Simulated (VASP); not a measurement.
A run of VASP 6.6.1 is set up as follows.

The input INCAR:

```
PREC = Accurate ; ENCUT = 600
EDIFF = 1E-6 ; ISMEAR = -1
SIGMA = 0.05 ; LREAL = F
LASPH = T ; NELM = 80
ALGO = Normal ; ISIF = 3
LWAVE = F ; LCHARG = F
GGA = PE ; IBRION = 2
NSW = 60 ; EDIFFG = -0.005
PSTRESS = 640.0
```

File KPOINTS:

```
Automatic mesh
0
Gamma
  15 15 15
```

Contents of POSCAR:

```
Zr
1.0
    2.5515938255      0.0000000000      0.0000000000
    0.0000000000      2.5515938255      0.0000000000
    0.0000000000      0.0000000000      2.5515938255
Zr
1
Direct
    0.0000000000      0.0000000000      0.0000000000
```

Potentials or basis: VASP PAW PBE potentials, release 64 (Zr_sv).

Run with:

```bash
$ cat potpaw_PBE.64/Zr_sv/POTCAR > POTCAR
$ mpirun -np 1 vasp_std > vasp.out
```

(1) What does it give for the band gap on the k mesh?

(2) Estimate the relaxed volume.

## Answers

(1) zero (band 6 reaches 14.61 eV, above the bottom of band 7 at 10.14 eV).

(2) 16.19 Å³/atom.

Caveat: the cell is relaxed towards a set pressure, so the enthalpy falls and the energy may rise.
